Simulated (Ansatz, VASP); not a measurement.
Two plane-wave programs on NaCl

```
Na Cl
1.0
     0.00000    2.81000    2.81000
     2.81000    0.00000    2.81000
     2.81000    2.81000    0.00000
Na Cl
1 1
Direct
  0.00000 0.00000 0.00000
  0.50000 0.50000 0.50000
```

Alike in both runs: task single point; functional BLYP; k mesh 4 × 4 × 4; no spin polarisation.

|  | VASP | Ansatz |
| --- | --- | --- |
| version | VASP 6.6.1 | Ansatz 0.2.0 |
| potentials or method | VASP PAW PBE potentials, release 64 (Na_pv, Cl) | plane waves, PAW |
| plane-wave cutoff (eV) | 500 | 420 |
| occupations | gaussian, width 0.01 eV | fixed |
| valence electrons in the cell | 14 | 16 |

|  | VASP | Ansatz | Ansatz less VASP |
| --- | --- | --- | --- |
| gap on the k mesh at the Fermi level (eV) | 5.19 | 5.18 | -0.016 |

VASP's potentials were made for PBE, not for BLYP. VASP's potentials hold 14 valence electrons a cell and Ansatz's 16, so a difference there can come from the potentials and not from the codes.

The k mesh is coarse, so the values compare programs but aren't converged.
